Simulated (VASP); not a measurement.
Here is a VASP 6.6.1 calculation.

File INCAR:

```
ALGO = Normal
EDIFF = 1E-6
ENCUT = 600
GGA = PE
GGA_COMPAT = False
ISIF = 2
ISMEAR = 0
LASPH = True
LCHARG = False
LREAL = False
LWAVE = False
NBANDS = 26
NELM = 120
PREC = Accurate
SIGMA = 0.2
```

The input KPOINTS:

```
k-points
0
Gamma
  6 6 4
```

File POSCAR:

```
WF3
1.0
    3.7066294924     -0.0000000028      0.0000000000
   -1.8533147438      3.2100353043      0.0000000000
    0.0000000000      0.0000000000      6.6250541144
W F
1 3
Direct
    0.0000000000      0.0000000000      0.0000000000
    0.0000000000      0.0000000000      0.7180491904
    0.0000000000      0.0000000000      0.2819508096
    0.6666666667      0.3333333333      0.0000000000
```

Potentials or basis: VASP PAW PBE potentials, release 64 (W_sv, F).

The run is started by

```bash
$ cat potpaw_PBE.64/W_sv/POTCAR potpaw_PBE.64/F/POTCAR > POTCAR
$ mpirun -np 1 vasp_std > vasp.out
```

(1) Estimate the band gap on the k mesh.

(2) What does it give for the pressure?

(3) Estimate the largest force.

## Answers

(1) zero (an odd number of electrons rules out a gap without spin polarisation).

(2) 1.1 GPa.

(3) 0.336 eV/Å.

Caveat: spin-orbit coupling is left out, which moves the levels of the heavy elements; an odd number of electrons without spin polarisation forces a metal; a magnetic or distorted state may lie lower.
